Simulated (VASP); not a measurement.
Here is a VASP 6.6.1 calculation.

Contents of INCAR:

```
SYSTEM = Si
PREC = Accurate ; ENCUT = 520
EDIFF = 1E-6 ; ISMEAR = 0
SIGMA = 0.05 ; LREAL = .FALSE.
LASPH = .TRUE. ; NELM = 60
ALGO = Normal ; ISIF = 2
LWAVE = .FALSE. ; LCHARG = .FALSE.
GGA = CA ; NBANDS = 11
```

Contents of KPOINTS:

```
Automatic mesh
0
G
  12 12 12
  0 0 0
```

The input POSCAR:

```
Si
1.0
    0.0000000000      2.8020789012      2.7953269038
    2.5049910177      0.0000000000      2.7953269038
    2.5049910177      2.8020789012      0.0000000000
Si
2
Direct
    0.5000000000      0.5000000000      0.5000000000
    0.7500000000      0.7500000000      0.7500000000
```

Potentials or basis: VASP PAW LDA potentials, release 64 (Si).

Run with:

```sh
$ cat potpaw_LDA.64/Si/POTCAR > POTCAR
$ mpirun -np 1 vasp_std > vasp.out
```

Problem. What does it give for the band gap on the k mesh?

Solution. Zero (band 4 reaches 6.45 eV, above the bottom of band 5 at 5.77 eV).

Problem. What does it give for the pressure?

Solution. -0.1 GPa.

Stress tensor (GPa, compression positive):
```
 5.20  0.00  0.00
 0.00 -2.90  0.00
 0.00  0.00 -2.59
```

Caveat: the cell differs from its parent crystal (strain +e along x and -e along y -0.0550, strain +e along z and -e/2 along x and y +0.0350).
